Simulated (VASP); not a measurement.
# Pd (I4/mmm) in VASP: notebook

The runs below take Pd through single point, with LDA.

Program: VASP 6.6.1. These are calculated values, not measurements. Logs are shortened: lines on timing, memory, paths and dates and some standing lists are left out, and cuts for length are marked.

## 1. The cell of the first run

Symmetry: I4/mmm, No. 139, tetragonal system. Conventional cell: a = 2.751 Å, b = 2.751 Å, c = 3.715 Å, α = 90.00°, β = 90.00°, γ = 90.00°. Within 3.5 Å of Pd (site symmetry 4/mmm) lie 12 Pd at 2.69 to 2.75 Å.

## 2. Single point, LDA (strain -0.0450 x Voigt [0, 0, 1, 0, 0, 0])

File INCAR:

```
PREC = Accurate
ENCUT = 520
EDIFF = 1E-6
ISMEAR = 0
SIGMA = 0.15
LREAL = F
LASPH = T
NELM = 80
ALGO = Normal
ISIF = 2
LWAVE = F
LCHARG = T
GGA = CA
LELF = T
LVHAR = T
NBANDS = 11
```

File KPOINTS:

```
regular mesh
0
Gamma
  20 20 20
```

File POSCAR:

```
Pd
1.0
    0.0000000000      1.9449000000      1.8573795000
    1.9449000000      0.0000000000      1.8573795000
    1.9449000000      1.9449000000      0.0000000000
Pd
1
Direct
    0.0000000000      0.0000000000      0.0000000000
```

Potentials or basis: VASP PAW LDA potentials, release 64 (Pd).

Run with:

```console
> cat potpaw_LDA.64/Pd/POTCAR > POTCAR
> mpirun -np 1 vasp_std > vasp.out
```

OUTCAR:

```text
PREC = Accurate
   ENCUT = 520
   EDIFF = 1E-6
   ISMEAR = 0
   LREAL = F
   LASPH = T
   NELM = 80
   ISIF = 2
   GGA = CA

 ion  position               nearest neighbor table
   1  0.000  0.000  0.000-

  LATTYP: Found a body centered tetragonal cell.
 ALAT       =     2.7505039575
 C/A-ratio  =     1.3505739521

  Lattice vectors:

 A1 = (   0.0000000000,  -1.9449000000,  -1.8573795000)
 A2 = (   0.0000000000,   1.9449000000,  -1.8573795000)
 A3 = (   1.9449000000,   0.0000000000,   1.8573795000)

Analysis of symmetry for initial positions (statically):
=====================================================================
 Subroutine PRICEL returns:
 Original cell was already a primitive cell.

 Routine SETGRP: Setting up the symmetry group for a
 body centered tetragonal supercell.

 Subroutine GETGRP returns: Found 16 space group operations
 (whereof 16 operations were pure point group operations)
 out of a pool of 16 trial point group operations.

The static configuration has the point symmetry D_4h.

Analysis of symmetry for dynamics (positions and initial velocities):
=====================================================================
 Subroutine PRICEL returns:
 Original cell was already a primitive cell.

 Routine SETGRP: Setting up the symmetry group for a
 body centered tetragonal supercell.

 Subroutine GETGRP returns: Found 16 space group operations
 (whereof 16 operations were pure point group operations)
 out of a pool of 16 trial point group operations.

The dynamic configuration has the point symmetry D_4h.

 Subroutine INISYM returns: Found 16 space group operations
 (whereof 16 operations are pure point group operations),
 and found     1 'primitive' translations

----------------------------------------------------------------------------------------

                                     Primitive cell

  volume of cell :      14.0516

  direct lattice vectors                    reciprocal lattice vectors
     0.000000000  1.944900000  1.857379500    -0.257082626  0.257082626  0.269196467
     1.944900000  0.000000000  1.857379500     0.257082626 -0.257082626  0.269196467
     1.944900000  1.944900000  0.000000000     0.257082626  0.257082626 -0.269196467

  length of vectors
     2.689329771  2.689329771  2.750503957     0.452382241  0.452382241  0.452382241

  position of ions in fractional coordinates (direct lattice)
     0.000000000  0.000000000  0.000000000

  ion indices of the primitive-cell ions
   primitive index   ion index
                 1           1

----------------------------------------------------------------------------------------

 KPOINTS: regular mesh

Automatic generation of k-mesh.
 Grid dimensions read from file:
 generate k-points for:   20   20   20

 Generating k-lattice:

  Cartesian coordinates                     Fractional coordinates (reciprocal lattice)
    -0.012854131  0.012854131  0.013459823     0.050000000  0.000000000  0.000000000
     0.012854131 -0.012854131  0.013459823     0.000000000  0.050000000  0.000000000
     0.012854131  0.012854131 -0.013459823     0.000000000  0.000000000  0.050000000

  Length of vectors
     0.022619112  0.022619112  0.022619112

  Shift w.r.t. Gamma in fractional coordinates (k-lattice)
     0.000000000  0.000000000  0.000000000

 Subroutine IBZKPT returns following result:
 ===========================================

 Found    641 irreducible k-points:

 Following reciprocal coordinates:
            Coordinates               Weight
  0.000000  0.000000  0.000000      1.000000
  0.050000  0.000000  0.000000      8.000000
  0.100000 -0.000000  0.000000      8.000000
  0.150000 -0.000000  0.000000      8.000000
  0.200000 -0.000000  0.000000      8.000000
  0.250000 -0.000000  0.000000      8.000000
[... 16 lines left out ...]
 -0.400000  0.050000  0.000000      8.000000
 -0.350000  0.050000  0.000000      8.000000
 [... further k-points ...]
   k-points           NKPTS =    641   k-points in BZ     NKDIM =    641   number of bands    NBANDS=     11
   number of dos      NEDOS =    301   number of ions     NIONS =      1
   total plane-waves  NPLWV =   8000
   dimension x,y,z NGX =    20 NGY =   20 NGZ =   20
   dimension x,y,z NGXF=    40 NGYF=   40 NGZF=   40
   ions per type =               1
   NGX,Y,Z   is equivalent  to a cutoff of  12.36, 12.36, 12.09 a.u.
   NGXF,Y,Z  is equivalent  to a cutoff of  24.73, 24.73, 24.18 a.u.
 SYSTEM =  unknown system
   PREC   = accura    normal or accurate (medium, high low for compatibility)
   ISTART =      0    job   : 0-new  1-cont  2-samecut
   ICHARG =      2    charge: 1-file 2-atom 10-const
   ISPIN  =      1    spin polarized calculation?
   LNONCOLLINEAR =      F non collinear calculations
   LSORBIT =      F    spin-orbit coupling
   LASPH  =      T    aspherical Exc in radial PAW
   ENCUT  =  520.0 eV  38.22 Ry    6.18 a.u.   5.00  5.00  5.11*2*pi/ulx,y,z
   NELM   =     80;   NELMIN=  2; NELMDL= -5     # of ELM steps
   EDIFF  = 0.1E-05   stopping-criterion for ELM
   LREAL  =      F    real-space projection
   EDIFFG = 0.1E-04   stopping-criterion for IOM
   NSW    =      0    number of steps for IOM
   IBRION =     -1    ionic relax: 0-MD 1-quasi-New 2-CG
   NFREE  =      0    steps in history (QN), initial steepest desc. (CG)
   ISIF   =      2    stress and relaxation
   ISYM   =      2    0-nonsym 1-usesym 2-fastsym
   POTIM  = 0.5000    time-step for ionic-motion
   TEBEG  =    0.0;   TEEND  =   0.0 temperature during run
   PSTRESS=    0.0 pullay stress
   NELECT =      10.0000    total number of electrons
   NUPDOWN=      -1.0000    fix difference up-down
   EMIN   =  10.00;   EMAX   =-10.00  energy-range for DOS
   EFERMI =   0.00;   METHOD = LEGACY
   ISMEAR =     0;   SIGMA  =   0.15  broadening in eV -4-tet -1-fermi 0-gaus
   EFERMI_NEDOS =   21; number of points for ismear=-14 and -15
   IALGO  =     38    algorithm
   IMIX   =      4    mixing-type and parameters
     AMIX     =   0.40;   BMIX     =  1.00
     AMIX_MAG =   1.60;   BMIX_MAG =  1.00
  volume/ion in A,a.u.               =      14.05        94.82
  Fermi-wavevector in a.u.,A,eV,Ry     =   1.461615  2.762053 29.066391  2.136319
  Thomas-Fermi vector in A             =   2.577926
[... 46 lines left out ...]
  band No.  band energies     occupation
      1       2.9222      2.00000
      2       7.1909      2.00000
      3       7.2351      2.00000
      4       7.6605      2.00000
      5       8.8575      2.00000
      6       9.3267      2.00000
      7      27.7350      0.00000
      8      31.7895      0.00000
      9      32.3074      0.00000
     10      33.2985      0.00000
     11      36.0453      0.00000

 k-point     3 :       0.1000   -0.0000    0.0000
  band No.  band energies     occupation
      1       3.1998      2.00000
      2       7.1472      2.00000
      3       7.3260      2.00000
      4       7.7027      2.00000
      5       8.8353      2.00000
      6       9.2708      2.00000
      7      28.0221      0.00000
      8      30.6021      0.00000
      9      32.6540      0.00000
     10      33.4786      0.00000
     11      36.0594      0.00000

 k-point     4 :       0.1500   -0.0000    0.0000
  band No.  band energies     occupation
      1       3.6280      2.00000
      2       7.0785      2.00000
      3       7.4314      2.00000
      4       7.7882      2.00000
      5       8.8480      2.00000
      6       9.2163      2.00000
      7      28.1913      0.00000
      8      29.2561      0.00000
      9      33.1888      0.00000
     10      33.9474      0.00000
     11      36.0577      0.00000

 k-point     5 :       0.2000   -0.0000    0.0000
  band No.  band energies     occupation
      1       4.1319      2.00000
      2       7.0737      2.00000
      3       7.4877      2.00000
      4       7.8661      2.00000
      5       8.9607      2.00000
      6       9.2219      2.00000
      7      27.0681      0.00000
      8      28.9248      0.00000
      9      33.8285      0.00000
     10      34.5124      0.00000
     11      36.0430      0.00000

 k-point     6 :       0.2500   -0.0000    0.0000
  band No.  band energies     occupation
      1       4.5664      2.00000
      2       7.2978      2.00000
      3       7.4584      2.00000
      4       7.8749      2.00000
      5       9.2054      2.00000
      6       9.3418      2.00000
      7      25.3365      0.00000
      8      28.7525      0.00000
      9      34.3352      0.00000
     10      34.8839      0.00000
     11      35.9905      0.00000

 k-point     7 :       0.3000   -0.0000    0.0000
  band No.  band energies     occupation
      1       4.7862      2.00000
      2       7.3673      2.00000
      3       7.8093      2.00000
      4       7.9003      2.00000
      5       9.5448      2.00000
      6       9.5679      2.00000
      7      23.5008      0.00000
      8      28.3015      0.00000
      9      34.0243      0.00000
     10      34.6016      0.00000
     11      36.5014      0.00000

 k-point     8 :       0.3500   -0.0000    0.0000
  band No.  band energies     occupation
      1       4.8152      2.00000
      2       7.2572      2.00000
      3       7.7103      2.00000
      4       8.8343      2.00000
      5       9.8390      2.00000
      6       9.9103      2.00000
      7      21.6682      0.00000
      8      27.7637      0.00000
      9      33.0558      0.00000
     10      33.8328      0.00000
     11      36.0345      0.00000
[... 141 lines left out ...]
 k-point    19 :       0.4000    0.0500    0.0000
  band No.  band energies     occupation
      1       4.8527      2.00000
      2       7.2581      2.00000
      3       7.5908      2.00000
      4       8.9733      2.00000
      5      10.2811      1.86914
      6      10.5253      0.42850
      7      20.4762      0.00000
      8      27.5143      0.00000
      9      31.5874      0.00000
     10      33.4539      0.00000
     11      36.0545      0.00000

 k-point    20 :       0.4500    0.0500    0.0000
  band No.  band energies     occupation
      1       4.7949      2.00000
      2       7.1790      2.00000
      3       7.5081      2.00000
      4       9.5069      2.00000
      5      10.4825      0.69774
      6      11.3047      0.00000
      7      18.9892      0.00000
      8      27.1853      0.00000
      9      31.1868      0.00000
     10      32.6091      0.00000
     11      36.0533      0.00000

 k-point    21 :       0.5000    0.0500    0.0000
  band No.  band energies     occupation
      1       4.7635      2.00000
      2       7.1374      2.00000
      3       7.4678      2.00000
      4       9.7784      2.00000
      5      10.5394      0.35524
      6      11.8473      0.00000
      7      18.1525      0.00000
      8      27.0364      0.00000
      9      31.1237      0.00000
     10      32.0671      0.00000
     11      36.0526      0.00000

 k-point    22 :      -0.4500    0.0500    0.0000
  band No.  band energies     occupation
      1       4.7727      2.00000
      2       7.1403      2.00000
      3       7.4759      2.00000
      4       9.7966      2.00000
      5      10.4360      1.03972
      6      11.6916      0.00000
      7      18.3899      0.00000
      8      27.0811      0.00000
      9      31.4525      0.00000
     10      31.8551      0.00000
     11      36.0510      0.00000

 k-point    23 :      -0.4000    0.0500    0.0000
  band No.  band energies     occupation
      1       4.8183      2.00000
      2       7.1882      2.00000
      3       7.5310      2.00000
      4       9.4997      2.00000
      5      10.1887      1.98275
      6      11.0418      0.00000
      7      19.5552      0.00000
      8      27.3171      0.00000
      9      31.9564      0.00000
     10      32.1735      0.00000
     11      36.0471      0.00000

 k-point    24 :      -0.3500    0.0500    0.0000
  band No.  band energies     occupation
      1       4.8749      2.00000
      2       7.2751      2.00000
      3       7.6237      2.00000
      4       8.8178      2.00000
      5       9.8397      2.00000
      6      10.4518      0.92140
      7      21.1896      0.00000
      8      27.7234      0.00000
      9      32.3082      0.00000
     10      33.2499      0.00000
     11      36.0364      0.00000

 [... further k-points ...]
[... 5 lines left out ...]
  --------------------------------------------------------------------------------------
  -------------------------------------------------------------------------------------
  Total        0.1055799      0.1055799      0.3307120      0.0000000     -0.0000000      0.0000000
  in kB       12.0383405     12.0383405     37.7081652      0.0000000     -0.0000000      0.0000000
  external PRESSURE =      20.5949488 kB  Pullay stress =       0.0000000 kB

 VOLUME and BASIS-vectors are now :
 -----------------------------------------------------------------------------
  energy-cutoff  :      520.00
  volume of cell :       14.05
      direct lattice vectors                 reciprocal lattice vectors
     0.000000000  1.944900000  1.857379500    -0.257082626  0.257082626  0.269196467
     1.944900000  0.000000000  1.857379500     0.257082626 -0.257082626  0.269196467
     1.944900000  1.944900000  0.000000000     0.257082626  0.257082626 -0.269196467

 POSITION                                       TOTAL-FORCE (eV/Angst)
 -----------------------------------------------------------------------------------
      0.00000      0.00000      0.00000         0.000000     -0.000000      0.000000
 -----------------------------------------------------------------------------------
    total drift:                               -0.000000     -0.000000     -0.000000

  FREE ENERGIE OF THE ION-ELECTRON SYSTEM (eV)
  ---------------------------------------------------
  free  energy   TOTEN  =        -6.5022974751 eV

  energy  without entropy=       -6.4773708594  energy(sigma->0) =       -6.48983417
```

It took 32 s on 1 thread of AMD EPYC 9R45 (Zen 5), shared host; peak memory 0.17 GiB.

What came out:

| Quantity | Value |
| --- | --- |
| Free energy | -6.5023 eV |
| Pressure | 2.1 GPa |
| Band gap on the k mesh | zero (band 5 reaches 10.91 eV, above the bottom of band 6 at 9.07 eV) |

Stress tensor (GPa, compression positive):
```
1.20 0.00 0.00
0.00 1.20 0.00
0.00 0.00 3.77
```

Levels at points of the mesh, in eV from the Fermi level:
```
           k point  band 2  band 3  band 4  band 5  band 6  band 7  band 8  band 9
(0.00, 0.00, 0.00)   -3.24   -3.24   -2.79   -1.57   -1.09   17.18   21.75   21.75
(0.50, 0.00, 0.00)   -3.37   -2.91   -0.12    0.10    0.85    7.67   16.47   20.93
(0.50, 0.50, 0.00)   -5.56   -0.04    0.34    0.34    3.90   12.11   12.76   12.76
(0.50, 0.00, 0.50)   -5.54   -0.04    0.16    0.47    2.95   10.82   13.48   13.81
```

Caveat: the cell differs from its parent crystal (strain -0.0450 x Voigt [0, 0, 1, 0, 0, 0]).

## 3. Single point, LDA (strain -0.0300 x Voigt [0, 0, 1, 0, 0, 0])

File INCAR:

```
SYSTEM = Pd
PREC = Accurate
ENCUT = 520
EDIFF = 1E-7
ISMEAR = 0
SIGMA = 0.15
LREAL = .False.
LASPH = .True.
NELM = 60
ALGO = Fast
ISIF = 2
LWAVE = .False.
LCHARG = .False.
GGA = CA
NBANDS = 11
```

File KPOINTS:

```
Automatic mesh
0
Gamma
  20 20 20
  0 0 0
```

File POSCAR:

```
Pd
1.0
    0.0000000000      1.9449000000      1.8865530000
    1.9449000000      0.0000000000      1.8865530000
    1.9449000000      1.9449000000      0.0000000000
Pd
1
Direct
    0.0000000000      0.0000000000      0.0000000000
```

Potentials or basis: VASP PAW LDA potentials, release 64 (Pd).

Run with:

```console
> cat potpaw_LDA.64/Pd/POTCAR > POTCAR
> mpirun -np 1 vasp_std > vasp.out
```

Run time: 41 s. Hardware: 1 thread of AMD EPYC 9R45 (Zen 5), shared host; peak memory 0.17 GiB.

It converged, with:

```yaml
Free_energy: -6.5047 eV
Pressure: -1.6 GPa
Band_gap_on_the_k_mesh: zero (band 5 reaches 10.57 eV, above the bottom of band 6 at 8.80 eV)
```

Stress tensor (GPa, compression positive):
```
-2.15  0.00  0.00
 0.00 -2.15  0.00
 0.00  0.00 -0.39
```

Levels at points of the mesh, in eV from the Fermi level:
```tsv
k point	band 3	band 4	band 5	band 6	band 7	band 8
(0.00, 0.00, 0.00)	-3.12	-2.82	-1.45	-1.14	17.16	21.80
(0.50, 0.00, 0.00)	-2.92	-0.08	0.05	0.88	7.53	16.50
(0.50, 0.50, 0.00)	-0.04	0.32	0.32	3.67	11.64	12.87
(0.50, 0.00, 0.50)	-0.04	0.21	0.41	3.05	10.79	13.35
```

Caveat: the cell differs from its parent crystal (strain -0.0300 x Voigt [0, 0, 1, 0, 0, 0]).

## 4. Single point, LDA (strain +0.0150 x Voigt [0, 0, 1, 0, 0, 0])

File INCAR:

```
PREC     = Accurate       # precision mode
ENCUT    = 520            # plane-wave cutoff, eV
EDIFF    = 1E-6           # SCF threshold, eV
ISMEAR   = 0              # smearing method
SIGMA    = 0.15           # smearing width, eV
LREAL    = False          # projectors in reciprocal space
LASPH    = True           # aspherical terms in the spheres
NELM     = 80             # most SCF steps
ALGO     = Normal         # electronic algorithm
ISIF     = 2              # what is computed and relaxed
LWAVE    = False          # write WAVECAR
LCHARG   = False          # write CHGCAR
NBANDS   = 11             # bands
```

File KPOINTS:

```
Automatic mesh
0
Gamma
  20 20 20
```

File POSCAR:

```
Pd
1.0
    0.0000000000      1.9449000000      1.9740735000
    1.9449000000      0.0000000000      1.9740735000
    1.9449000000      1.9449000000      0.0000000000
Pd
1
Direct
    0.0000000000      0.0000000000      0.0000000000
```

Run with:

```console
> cat potpaw_LDA.64/Pd/POTCAR > POTCAR
> mpirun -np 1 vasp_std > vasp.out
```

It took 42 s on 1 thread of AMD EPYC 9R45 (Zen 5), shared host; peak memory 0.18 GiB.

The run converged. Its results:

```
Free energy            : -6.4807 eV
Pressure               : -10.3 GPa
Band gap on the k mesh : zero (band 5 reaches 9.71 eV, above the bottom of band 6 at 8.15 eV)
```

Stress tensor (GPa, compression positive):
```
-10.02   0.00   0.00
  0.00 -10.02   0.00
  0.00   0.00 -10.88
```

Levels at points of the mesh, in eV from the Fermi level:
```csv
k point,band 2,band 3,band 4,band 5,band 6,band 7,band 8,band 9
"(0.00, 0.00, 0.00)",-2.91,-2.77,-2.77,-1.28,-1.13,17.14,21.56,21.89
"(0.50, 0.00, 0.00)",-2.91,-2.78,-0.05,0.01,0.98,7.15,16.50,20.65
"(0.50, 0.50, 0.00)",-5.05,-0.03,0.28,0.28,3.07,10.32,13.19,13.19
"(0.50, 0.00, 0.50)",-5.05,-0.04,0.24,0.34,3.35,10.72,12.87,12.95
```

Caveat: the cell differs from its parent crystal (strain +0.0150 x Voigt [0, 0, 1, 0, 0, 0]).

## 5. Single point, LDA (strain +0.0450 x Voigt [0, 0, 1, 0, 0, 0])

File INCAR:

```
ALGO = Normal
EDIFF = 1E-6
ENCUT = 520
ISIF = 2
ISMEAR = 0
LASPH = True
LCHARG = False
LREAL = False
LWAVE = False
NBANDS = 11
NELM = 100
PREC = Accurate
SIGMA = 0.15
```

File KPOINTS:

```
k-points
0
Gamma
  20 20 20
```

File POSCAR:

```
Pd
1.0
    0.0000000000      1.9449000000      2.0324205000
    1.9449000000      0.0000000000      2.0324205000
    1.9449000000      1.9449000000      0.0000000000
Pd
1
Direct
    0.0000000000      0.0000000000      0.0000000000
```

Run with:

```console
> cat potpaw_LDA.64/Pd/POTCAR > POTCAR
> mpirun -np 1 vasp_std > vasp.out
```

Run time: 42 s. Hardware: 1 thread of AMD EPYC 9R45 (Zen 5), shared host; peak memory 0.19 GiB.

Results (log left out):

| Quantity | Value |
| --- | --- |
| Free energy | -6.4433 eV |
| Pressure | -14.7 GPa |
| Band gap on the k mesh | zero (band 5 reaches 9.30 eV, above the bottom of band 6 at 7.69 eV) |

Stress tensor (GPa, compression positive):
```
-13.87   0.00   0.00
  0.00 -13.87   0.00
  0.00   0.00 -16.27
```

Levels at points of the mesh, in eV from the Fermi level:
| k point | band 3 | band 4 | band 5 | band 6 | band 7 | band 8 |
| --- | --- | --- | --- | --- | --- | --- |
| (0.00, 0.00, 0.00) | -2.54 | -2.54 | -1.36 | -0.94 | 17.15 | 20.99 |
| (0.50, 0.00, 0.00) | -2.53 | -0.10 | 0.06 | 1.05 | 6.94 | 16.40 |
| (0.50, 0.50, 0.00) | -0.02 | 0.26 | 0.26 | 2.73 | 9.53 | 13.39 |
| (0.50, 0.00, 0.50) | -0.05 | 0.13 | 0.41 | 3.55 | 10.68 | 12.50 |

Caveat: the cell differs from its parent crystal (strain +0.0450 x Voigt [0, 0, 1, 0, 0, 0]).

## 6. Summary

```csv
cell,gap on the mesh (eV),pressure (GPa)
"a = 2.689, b = 2.689, c = 2.751 Å, angles 59.2, 59.2, 61.5°, 1 atom",none,2.1
"a = 2.710, b = 2.710, c = 2.751 Å, angles 59.5, 59.5, 61.0°, 1 atom",none,-1.6
"a = 2.771, b = 2.771, c = 2.751 Å, angles 60.2, 60.2, 59.5°, 1 atom",none,-10.3
"a = 2.813, b = 2.813, c = 2.751 Å, angles 60.7, 60.7, 58.5°, 1 atom",none,-14.7
```

Alike in all rows: task single point; level LDA; potentials or basis VASP PAW LDA potentials, release 64 (Pd); no spin polarisation; k mesh 20 × 20 × 20; cutoff (eV) 520; smearing gaussian 0.15 eV.

Absolute energies hang on the potentials; compare differences alone.
